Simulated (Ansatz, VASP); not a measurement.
# Sn2As2Se in VASP and in Ansatz

Contents of INCAR:

```
ALGO     = Normal         # electronic algorithm
EDIFF    = 1E-7           # SCF threshold, eV
ENCUT    = 520            # plane-wave cutoff, eV
GGA      = PE             # functional
ISIF     = 2              # what is computed and relaxed
ISMEAR   = 0              # smearing method
LASPH    = True           # aspherical terms in the spheres
LCHARG   = False          # write CHGCAR
LREAL    = False          # projectors in reciprocal space
LWAVE    = False          # write WAVECAR
NBANDS   = 30             # bands
NELM     = 60             # most SCF steps
PREC     = Accurate       # precision mode
SIGMA    = 0.1            # smearing width, eV
```

KPOINTS

```
k-points
0
Gamma
  4 4 4
```

File POSCAR:

```
Sn2As2Se
1.0
   -2.9598919600      2.9598919600      3.8555489400
    2.9598919600     -2.9598919600      3.8555489400
    2.9598919600      2.9598919600     -3.8555489400
Sn As Se
2 2 1
Direct
    0.7500000000      0.2500000000      0.5000000000
    0.2500000000      0.7500000000      0.5000000000
    0.2543936200      0.2543936200      0.0000000000
    0.7456063800      0.7456063800      0.0000000000
    0.5000000000      0.5000000000      0.0000000000
```

Input for Ansatz:

```yaml
crystal:
  lattice:
    - [-2.95989196, 2.95989196, 3.85554894]
    - [2.95989196, -2.95989196, 3.85554894]
    - [2.95989196, 2.95989196, -3.85554894]
  atoms:
    - { symbol: Sn, position: [0.75, 0.25, 0.5] }
    - { symbol: Sn, position: [0.25, 0.75, 0.5] }
    - { symbol: As, position: [0.25439362, 0.25439362, 0.0] }
    - { symbol: As, position: [0.74560638, 0.74560638, 0.0] }
    - { symbol: Se, position: [0.5, 0.5, 0.0] }
basis:
  ecutwfc: 420
kpoints:
  mp_grid: { grid: [4, 4, 4] }
hamiltonian:
  xc: pbe
scf:
  occupations: { method: gaussian, width: 0.1 }
  lower_state_search: "off"
output:
  forces: true
  stress: true
  eigenvalues: true
```

Alike in both runs: task single point; functional PBE; k mesh 4 × 4 × 4; occupations gaussian, width 0.1 eV; no spin polarisation.

|  | VASP | Ansatz |
| --- | --- | --- |
| version | VASP 6.6.1 | Ansatz 0.2.0 |
| potentials or method | VASP PAW PBE potentials, release 64 (Sn_d, As, Se), cutoff 520 eV | scalar-relativistic, plane waves, PAW |
| valence electrons in the cell | 44 | 74 |

VASP gave:

```
gap on the k mesh at the Fermi level (eV)                     : none
pressure (GPa)                                                : 22.6
traceless stress, the component that is largest in VASP (GPa) : 39.70
rms of the force components (eV/Å)                            : 5.216
```

Problem. Which values does Ansatz return?

Solution. gap on the k mesh at the Fermi level (eV): none; pressure (GPa): 21.8; traceless stress, the component that is largest in VASP (GPa): 38.31; rms of the force components (eV/Å): 5.040.

Atom by atom the forces differ by 0.176 eV/Å (rms over components). A gap of «none» marks a metal or a gap that the smearing closes. VASP's potentials hold 44 valence electrons a cell and Ansatz's 74, so a difference there can come from the potentials and not from the codes.

The k mesh is coarse, so the values compare programs but aren't converged.
